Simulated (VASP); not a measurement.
# Mg2Cl3 (R-3m) in VASP: notebook

The runs below take Mg2Cl3 through single point, relaxation of cell and atoms, with PBE.

All numbers are computed with VASP 6.6.1; they aren't measurements. Logs are shortened: lines on timing, memory, paths and dates and some standing lists are left out, and cuts for length are marked.

## (1) The cell of the first run

The structure is trigonal, space group R-3m (No. 166). The conventional cell has a = 9.092 Å, b = 9.092 Å, c = 7.926 Å, α = 90.00°, β = 90.00°, γ = 120.00°. Mg (site symmetry 2/m) has 6 Cl at 2.43 to 2.45 Å within 3.2 Å. Mg (site symmetry -3m) has 12 Cl at 3.11 to 3.60 Å and 6 Mg at 3.72 Å within 4.1 Å. Within 3.3 Å of Cl (site symmetry m) lie 4 Mg at 2.43 to 3.11 Å and 5 Cl at 3.05 to 3.27 Å.

The cell was generated, and may not be a known phase.

## (2) Single point, PBE

Input file INCAR:

```
SYSTEM = Mg2Cl3
PREC = Accurate ; ENCUT = 520
EDIFF = 1E-6 ; ISMEAR = 0
SIGMA = 0.1 ; LREAL = .FALSE.
LASPH = .TRUE. ; NELM = 100
ALGO = Normal ; ISIF = 2
LWAVE = .FALSE. ; LCHARG = .FALSE.
GGA = PE ; NBANDS = 36
```

Input file KPOINTS:

```
Automatic mesh
0
G
  3 3 3
  0 0 0
```

Input file POSCAR:

```
Mg2Cl3
1.0
    4.5460980300      2.6246909200      2.6419768800
   -4.5460980300      2.6246909200      2.6419768800
    0.0000000000     -5.2493818400      2.6419768800
Mg Cl
4 6
Direct
    0.5000000000      0.5000000000      0.0000000000
    0.0000000000      0.5000000000      0.5000000000
    0.5000000000      0.0000000000      0.5000000000
    0.0000000000      0.0000000000      0.0000000000
    0.2273139000      0.6366301800      0.2273139000
    0.2273139000      0.2273139000      0.6366301800
    0.6366301800      0.2273139000      0.2273139000
    0.7726861000      0.3633698200      0.7726861000
    0.3633698200      0.7726861000      0.7726861000
    0.7726861000      0.7726861000      0.3633698200
```

Potentials or basis: VASP PAW PBE potentials, release 64 (Mg, Cl).

Run with:

```sh
> cat potpaw_PBE.64/Mg/POTCAR potpaw_PBE.64/Cl/POTCAR > POTCAR
> mpirun -np 1 vasp_std > vasp.out
```

OUTCAR:

```text
SYSTEM = Mg2Cl3
   PREC = Accurate
   ENCUT = 520
   EDIFF = 1E-6
   ISMEAR = 0
   LREAL = .FALSE.
   LASPH = .TRUE.
   NELM = 100
   ISIF = 2
   GGA = PE

 ion  position               nearest neighbor table
   1  0.500  0.500  0.000-   5 2.43   7 2.43   8 2.43   9 2.43   6 2.45  10 2.45
   2  0.000  0.500  0.500-   5 2.43   8 2.43   6 2.43  10 2.43   9 2.45   7 2.45
   3  0.500  0.000  0.500-   7 2.43   9 2.43   6 2.43  10 2.43   5 2.45   8 2.45
   4  0.000  0.000  0.000-   6 3.11  10 3.11   7 3.11   8 3.11   9 3.11   5 3.11
   5  0.227  0.637  0.227-   2 2.43   1 2.43   3 2.45   4 3.11
   6  0.227  0.227  0.637-   2 2.43   3 2.43   1 2.45   4 3.11
   7  0.637  0.227  0.227-   3 2.43   1 2.43   2 2.45   4 3.11
   8  0.773  0.363  0.773-   2 2.43   1 2.43   3 2.45   4 3.11
   9  0.363  0.773  0.773-   3 2.43   1 2.43   2 2.45   4 3.11
  10  0.773  0.773  0.363-   2 2.43   3 2.43   1 2.45   4 3.11

  LATTYP: Found a trigonal (rhomboedric) cell.
 ALAT       =     5.8767381734
 COS(alpha) =    -0.1968367179

  Lattice vectors:

 A1 = (   4.5460980300,   2.6246909200,   2.6419768800)
 A2 = (  -4.5460980300,   2.6246909200,   2.6419768800)
 A3 = (   0.0000000000,  -5.2493818400,   2.6419768800)

Analysis of symmetry for initial positions (statically):
=====================================================================
 Subroutine PRICEL returns:
 Original cell was already a primitive cell.

 Routine SETGRP: Setting up the symmetry group for a
 trigonal (rhombohedral) supercell.

 Subroutine GETGRP returns: Found 12 space group operations
 (whereof 12 operations were pure point group operations)
 out of a pool of 12 trial point group operations.

The static configuration has the point symmetry D_3d.

Analysis of symmetry for dynamics (positions and initial velocities):
=====================================================================
 Subroutine PRICEL returns:
 Original cell was already a primitive cell.

 Routine SETGRP: Setting up the symmetry group for a
 trigonal (rhombohedral) supercell.

 Subroutine GETGRP returns: Found 12 space group operations
 (whereof 12 operations were pure point group operations)
 out of a pool of 12 trial point group operations.

The dynamic configuration has the point symmetry D_3d.

 Subroutine INISYM returns: Found 12 space group operations
 (whereof 12 operations are pure point group operations),
[... 99 lines left out ...]
   ISIF   =      2    stress and relaxation
   ISYM   =      2    0-nonsym 1-usesym 2-fastsym
   POTIM  = 0.5000    time-step for ionic-motion
   TEBEG  =    0.0;   TEEND  =   0.0 temperature during run
   PSTRESS=    0.0 pullay stress
   NELECT =      50.0000    total number of electrons
   NUPDOWN=      -1.0000    fix difference up-down
   EMIN   =  10.00;   EMAX   =-10.00  energy-range for DOS
   EFERMI =   0.00;   METHOD = LEGACY
   ISMEAR =     0;   SIGMA  =   0.10  broadening in eV -4-tet -1-fermi 0-gaus
   EFERMI_NEDOS =   21; number of points for ismear=-14 and -15
   IALGO  =     38    algorithm
   IMIX   =      4    mixing-type and parameters
     AMIX     =   0.40;   BMIX     =  1.00
     AMIX_MAG =   1.60;   BMIX_MAG =  1.00
  volume/ion in A,a.u.               =      18.91       127.64
  Fermi-wavevector in a.u.,A,eV,Ry     =   1.050669  1.985476 15.019533  1.103905
  Thomas-Fermi vector in A             =   2.185681
   LORBIT       =      0    0 simple, 1 ext, 2 COOP (PROOUT), +10 PAW based schemes
   GGA     = PE    functional components
   LHFCALC =     F    Hartree Fock is set to
   AEXX    =    0.0000 exact exchange contribution
   IVDW    =     0    specifies the selected vdW correction
   LEPSILON=     F    determine dielectric tensor
   LRPA    =     F    only Hartree local field effects (RPA)
 non-spin polarized calculation
 Gauss-broadening in eV      SIGMA  =   0.10
  energy-cutoff  :      520.00
  volume of cell :      189.15
 maximum number of plane-waves:      5105
 NGX is ok and might be reduce to    48
   NGX = 21   NGY = 21   NGZ = 21

 number of electron      49.9999995 magnetization

 Free energy of the ion-electron system (eV)
  ---------------------------------------------------
  ext. energy  EPLUGINS =         0.00000000
  ---------------------------------------------------
  free energy    TOTEN  =       -29.38993503 eV

  energy without entropy =      -29.38993501  energy(sigma->0) =      -29.38993502

 E-fermi :   6.4248     XC(G=0):  -9.3746

 val. band max:        6.0435185688   @ k =  -0.3333   0.3333   0.3333
 cond. band min:       6.7834512893   @ k =   0.0000   0.0000   0.0000
 fundamental gap:      0.7399327205
 Fermi energy:         6.4248284219

 k-point     1 :       0.0000    0.0000    0.0000
  band No.  band energies     occupation
      1     -12.9069      2.00000
      2     -11.9679      2.00000
      3     -11.9679      2.00000
      4     -11.4294      2.00000
      5     -11.4294      2.00000
      6     -11.1494      2.00000
[... 223 lines left out ...]
     35      11.2107      0.00000
     36      11.3004      0.00000

------------------------ aborting loop because EDIFF is reached ----------------------------------------

  FORCE on cell =-STRESS in cart. coord.  units (eV):
  Direction    XX          YY          ZZ          XY          YZ          ZX
  --------------------------------------------------------------------------------------
  -------------------------------------------------------------------------------------
  Total       13.5859607     13.5859607     13.1338915      0.0000000     -0.0000000     -0.0000000
  in kB      115.0810213    115.0810212    111.2517311      0.0000000     -0.0000000     -0.0000000
  external PRESSURE =     113.8045912 kB  Pullay stress =       0.0000000 kB

 VOLUME and BASIS-vectors are now :
 -----------------------------------------------------------------------------
  energy-cutoff  :      520.00
  volume of cell :      189.15
      direct lattice vectors                 reciprocal lattice vectors
     4.546098030  2.624690920  2.641976880     0.109984430  0.063499540  0.126168149
    -4.546098030  2.624690920  2.641976880    -0.109984430  0.063499540  0.126168149
     0.000000000 -5.249381840  2.641976880     0.000000000 -0.126999080  0.126168149

 POSITION                                       TOTAL-FORCE (eV/Angst)
 -----------------------------------------------------------------------------------
      0.00000      2.62469      2.64198         0.000000      0.000000      0.000000
     -2.27305     -1.31235      2.64198         0.000000      0.000000     -0.000000
      2.27305     -1.31235      2.64198         0.000000      0.000000      0.000000
      0.00000      0.00000      0.00000         0.000000      0.000000      0.000000
     -1.86079      1.07433      2.88308        -0.036997      0.021360     -0.698102
      0.00000     -2.14866      2.88308         0.000000     -0.042721     -0.698102
      1.86079      1.07433      2.88308         0.036997      0.021360     -0.698102
      1.86079     -1.07433      5.04285         0.036997     -0.021360      0.698102
     -1.86079     -1.07433      5.04285        -0.036997     -0.021360      0.698102
      0.00000      2.14866      5.04285         0.000000      0.042721      0.698102
 -----------------------------------------------------------------------------------
    total drift:                                0.000000      0.000000     -0.000000

  FREE ENERGIE OF THE ION-ELECTRON SYSTEM (eV)
  ---------------------------------------------------
  free  energy   TOTEN  =       -29.3899350254 eV

  energy  without entropy=      -29.3899350136  energy(sigma->0) =      -29.38993502
```

OSZICAR:

```text
N       E                     dE             d eps       ncg     rms          rms(c)
DAV:   1     0.316585386374E+03    0.31659E+03   -0.21527E+04   432   0.120E+03
DAV:   2    -0.670924836879E+00   -0.31726E+03   -0.30524E+03   576   0.213E+02
DAV:   3    -0.299443476812E+02   -0.29273E+02   -0.29124E+02   552   0.733E+01
DAV:   4    -0.303696358639E+02   -0.42529E+00   -0.42478E+00   528   0.104E+01
DAV:   5    -0.303774070797E+02   -0.77712E-02   -0.77685E-02   536   0.146E+00    0.114E+01
DAV:   6    -0.294839030525E+02    0.89350E+00   -0.16017E+00   488   0.464E+00    0.739E+00
DAV:   7    -0.293890237833E+02    0.94879E-01   -0.66469E-01   528   0.306E+00    0.289E+00
DAV:   8    -0.293895237957E+02   -0.50001E-03   -0.50828E-02   520   0.101E+00    0.274E-01
DAV:   9    -0.293897842495E+02   -0.26045E-03   -0.19919E-03   536   0.190E-01    0.949E-02
DAV:  10    -0.293899289898E+02   -0.14474E-03   -0.26065E-04   496   0.881E-02    0.221E-02
DAV:  11    -0.293899329091E+02   -0.39193E-05   -0.35980E-05   552   0.230E-02    0.151E-02
DAV:  12    -0.293899350459E+02   -0.21369E-05   -0.50254E-06   504   0.942E-03    0.231E-03
DAV:  13    -0.293899350254E+02    0.20485E-07   -0.60687E-07   328   0.405E-03
   1 F= -.29389935E+02 E0= -.29389935E+02  d E =-.118349E-07
```

Wall time 83 s (1 thread of Oxide Virtual Turin-like, shared host); peak memory 0.28 GiB.

Results:

| Property | Result |
| --- | --- |
| Free energy | -29.3899 eV |
| Pressure | 11.4 GPa |
| Largest force | 0.699 eV/Å |
| Band gap on the k mesh | 0.74 eV (least direct gap 1.60 eV) |

Forces in eV/Å, atoms in the order of the input:
```
Mg   0.000  0.000  0.000
Mg   0.000  0.000  0.000
Mg   0.000  0.000  0.000
Mg   0.000  0.000  0.000
Cl  -0.037  0.021 -0.698
Cl   0.000 -0.043 -0.698
Cl   0.037  0.021 -0.698
Cl   0.037 -0.021  0.698
Cl  -0.037 -0.021  0.698
Cl   0.000  0.043  0.698
```

Stress tensor (GPa, compression positive):
```
11.51  0.00  0.00
 0.00 11.51  0.00
 0.00  0.00 11.13
```

Caveat: the cell stands under pressure; semilocal functionals underestimate gaps, and a narrow one can read as zero.

## (3) Single point, PBE

This run uses another cell than the first one, of 23.17 Å³/atom.

Input file INCAR:

```
  ALGO = Normal
  EDIFF = 1E-6
  ENCUT = 520
  GGA = PE
  ISIF = 2
  ISMEAR = 0
  LASPH = True
  LCHARG = False
  LREAL = False
  LWAVE = False
  NBANDS = 36
  NELM = 80
  PREC = Accurate
  SIGMA = 0.1
```

Input file KPOINTS:

```
k-points
0
Gamma
  3 3 3
```

Input file POSCAR:

```
Mg2Cl3
1.0
    4.8633241921      2.8078415315      2.8275928135
   -4.8633241921      2.8078415315      2.8275928135
    0.0000000000     -5.6156830629      2.8275928135
Mg Cl
4 6
Direct
    0.5000000000      0.5000000000      0.0000000000
    0.0000000000      0.5000000000      0.5000000000
    0.5000000000      0.0000000000      0.5000000000
    0.0000000000      0.0000000000      0.0000000000
    0.2276369881      0.6261622452      0.2276369881
    0.2276369881      0.2276369881      0.6261622452
    0.6261622452      0.2276369881      0.2276369881
    0.7723630119      0.3738377548      0.7723630119
    0.3738377548      0.7723630119      0.7723630119
    0.7723630119      0.7723630119      0.3738377548
```

Potentials or basis: VASP PAW PBE potentials, release 64 (Mg, Cl).

Run with:

```sh
> cat potpaw_PBE.64/Mg/POTCAR potpaw_PBE.64/Cl/POTCAR > POTCAR
> mpirun -np 1 vasp_std > vasp.out
```

Run time: 92 s. Hardware: 1 thread of Oxide Virtual Turin-like, shared host; peak memory 0.28 GiB.

The run converged. Its results:

| Property | Result |
| --- | --- |
| Free energy | -30.6501 eV |
| Pressure | -0.4 GPa |
| Largest force | 0.033 eV/Å |
| Band gap on the k mesh | 0.86 eV (least direct gap 1.43 eV) |

Forces in eV/Å, atoms in the order of the input:
```
Mg   0.000  0.000  0.000
Mg   0.000  0.000  0.000
Mg   0.000  0.000  0.000
Mg   0.000  0.000  0.000
Cl  -0.007  0.004 -0.032
Cl   0.000 -0.008 -0.032
Cl   0.007  0.004 -0.032
Cl   0.007 -0.004  0.032
Cl  -0.007 -0.004  0.032
Cl   0.000  0.008  0.032
```

Levels at points of the mesh, in eV from the valence-band top:
```
           k point  band 21  band 22  band 23  band 24  band 25  band 26  band 27  band 28  band 29  band 30
(0.00, 0.00, 0.00)    -4.20    -4.05    -4.05    -3.39    -1.26     1.16     1.36     2.82     2.82     3.75
```

## (4) Relaxation of cell and atoms, PBE

Input file INCAR:

```
PREC = Accurate
ENCUT = 600
EDIFF = 1E-7
ISMEAR = 0
SIGMA = 0.1
LREAL = F
LASPH = T
NELM = 80
ALGO = Normal
ISIF = 3
LWAVE = F
LCHARG = F
GGA = PE
IBRION = 2
NSW = 90
EDIFFG = -0.04
```

Input file KPOINTS:

```
Automatic mesh
0
Gamma
  3 3 3
```

Input file POSCAR:

```
Mg2Cl3
1.0
    4.5460980300      2.6246909200      2.6419768800
   -4.5460980300      2.6246909200      2.6419768800
    0.0000000000     -5.2493818400      2.6419768800
Mg Cl
4 6
Direct
    0.5000000000      0.5000000000      0.0000000000
    0.0000000000      0.5000000000      0.5000000000
    0.5000000000      0.0000000000      0.5000000000
    0.0000000000      0.0000000000      0.0000000000
    0.2273139000      0.6366301800      0.2273139000
    0.2273139000      0.2273139000      0.6366301800
    0.6366301800      0.2273139000      0.2273139000
    0.7726861000      0.3633698200      0.7726861000
    0.3633698200      0.7726861000      0.7726861000
    0.7726861000      0.7726861000      0.3633698200
```

Run with:

```sh
> cat potpaw_PBE.64/Mg/POTCAR potpaw_PBE.64/Cl/POTCAR > POTCAR
> mpirun -np 1 vasp_std > vasp.out
```

Wall time 7.7 min (1 thread of Oxide Virtual Turin-like, shared host); peak memory 0.3 GiB.

The run converged. Its results:

```
Free energy                           : -30.6486 eV
Relaxed volume                        : 22.85 Å³/atom
Relaxed cell                          : a = 6.260 Å, b = 6.260 Å, c = 6.260 Å, α = 101.40°, β = 101.40°, γ = 101.40°
Space group after relaxing (to 0.1 Å) : R-3m (No. 166)
Energy gained by relaxing             : 125.6 meV/atom
Ionic steps                           : 8
Pressure after relaxing               : 0.1 GPa
Largest force after relaxing          : 0.022 eV/Å
Band gap on the k mesh                : 0.86 eV (least direct gap 1.45 eV)
```

Forces on the atoms (eV/Å):
```
Mg   0.000  0.000  0.000
Mg   0.000  0.000  0.000
Mg   0.000  0.000  0.000
Mg   0.000  0.000  0.000
Cl   0.004 -0.002 -0.021
Cl   0.000  0.005 -0.021
Cl  -0.004 -0.002 -0.021
Cl  -0.004  0.002  0.021
Cl   0.004  0.002  0.021
Cl   0.000 -0.005  0.021
```

Step by step:
```csv
step,energy change (eV),largest force (eV/Å),pressure (GPa),volume (Å³)
1,0.0000,0.6992,11.43,189.15
2,-1.2229,0.2064,-0.11,228.54
3,-1.2235,0.1975,0.08,227.49
4,-1.2342,0.1550,0.04,227.97
5,-1.2494,0.0660,-0.04,229.40
6,-1.2495,0.0670,-0.05,229.55
7,-1.2523,0.0555,-0.02,229.29
8,-1.2565,0.0218,0.08,228.52
```

Final structure:
```
Mg Cl
1.0
     4.84441    2.79692    2.81096
    -4.84441    2.79692    2.81096
     0.00000   -5.59385    2.81096
Mg Cl
4 6
Cartesian
  0.0000 2.7969 2.8110
  -2.4222 -1.3985 2.8110
  2.4222 -1.3985 2.8110
  0.0000 0.0000 0.0000
  -1.9346 1.1169 3.0331
  0.0000 -2.2339 3.0331
  1.9346 1.1169 3.0331
  1.9346 -1.1169 5.3998
  -1.9346 -1.1169 5.3998
  0.0000 2.2339 5.3998
```

Levels at points of the mesh, in eV from the valence-band top:
| k point | band 23 | band 24 | band 25 | band 26 | band 27 | band 28 |
| --- | --- | --- | --- | --- | --- | --- |
| (0.00, 0.00, 0.00) | -4.10 | -3.43 | -1.27 | 1.17 | 1.33 | 2.83 |

Caveat: the volume moved by over 15 % at a fixed basis, so the end points are rough. A k mesh can miss the band edges.

(Continued in part 2 of 2.)
